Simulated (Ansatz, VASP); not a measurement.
## Two plane-wave programs on PbS

```
Pb S
1.0
     3.45767    0.00000    0.00000
     0.00000    3.45767    0.00000
     0.00000    0.00000    3.31360
Pb S
1 1
Direct
  0.00000 0.00000 0.00000
  0.50000 0.50000 0.50000
```

Change from the starting cell: strain -0.040 along x and y, -0.080 along z, atoms carried along.

Alike in both runs: task single point; functional PBE; dispersion D3(BJ); k mesh 16 × 16 × 16; occupations gaussian, width 0.15 eV; no spin polarisation.

|  | VASP | Ansatz |
| --- | --- | --- |
| version | VASP 6.6.1 | Ansatz 0.2.0 |
| potentials or method | VASP PAW PBE potentials, release 64 (Pb_d, S), cutoff 520 eV | scalar-relativistic, plane waves, PAW |
| valence electrons in the cell | 20 | 20 |

|  | VASP | Ansatz | Ansatz less VASP |
| --- | --- | --- | --- |
| gap on the k mesh at the Fermi level (eV) | none | none | - |
| pressure (GPa) | 14.0 | 14.1 | +0.08 |
| traceless stress, the component that is largest in VASP (GPa) | 3.54 | 3.54 | +0.004 |

A gap of «none» marks a metal or a gap that the smearing closes.

Neither program's run includes spin-orbit coupling.
